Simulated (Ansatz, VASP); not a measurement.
Two plane-wave programs on NaCl

The input INCAR:

```
SYSTEM = NaCl
  ALGO = Normal
  EDIFF = 1E-6
  ENCUT = 500
  GGA = PE
  GGA_COMPAT = .False.
  ISIF = 2
  ISMEAR = 0
  LASPH = .True.
  LCHARG = .False.
  LREAL = .False.
  LWAVE = .False.
  NBANDS = 14
  NELM = 120
  PREC = Accurate
  SIGMA = 0.05
```

The input KPOINTS:

```
k-points
0
Gamma
  8 8 8
  0 0 0
```

The input POSCAR:

```
NaCl
1.0
    2.9799741626      0.0000000000      0.0000000000
    0.0000000000      2.9799741626      0.0000000000
    0.0000000000      0.0000000000      2.9799741626
Na Cl
1 1
Direct
    0.0000000000      0.0000000000      0.0000000000
    0.5000000000      0.5000000000      0.5000000000
```

Input for Ansatz:

```yaml
crystal:
  lattice:
    - [2.9799741626, 0.0, 0.0]
    - [0.0, 2.9799741626, 0.0]
    - [0.0, 0.0, 2.9799741626]
  atoms:
    - { symbol: Na, position: [0.0, 0.0, 0.0] }
    - { symbol: Cl, position: [0.5, 0.5, 0.5] }
basis:
  ecutwfc: 420
  ecutrho_ratio: 4
kpoints:
  mp_grid: { grid: [8, 8, 8] }
hamiltonian:
  xc: pbe
scf:
  occupations: { method: gaussian, width: 0.05 }
output:
  forces: true
  stress: true
  eigenvalues: true
```

Alike in both runs: task single point; functional PBE; k mesh 8 × 8 × 8; occupations gaussian, width 0.05 eV; no spin polarisation.

```csv
,VASP,Ansatz
version,VASP 6.6.1,Ansatz 0.2.0
potentials or method,"VASP PAW PBE potentials, release 64 (Na_pv, Cl), cutoff 500 eV","scalar-relativistic, plane waves, PAW"
valence electrons in the cell,14,16
```

Ansatz gave:

| Quantity | Value |
| --- | --- |
| gap on the k mesh at the Fermi level (eV) | 4.81 |
| least direct gap on the mesh (eV) | 4.81 |

Problem. Which values does VASP return?

Solution. gap on the k mesh at the Fermi level (eV): 4.85; least direct gap on the mesh (eV): 4.85.

VASP's potentials hold 14 valence electrons a cell and Ansatz's 16, so a difference there can come from the potentials and not from the codes.
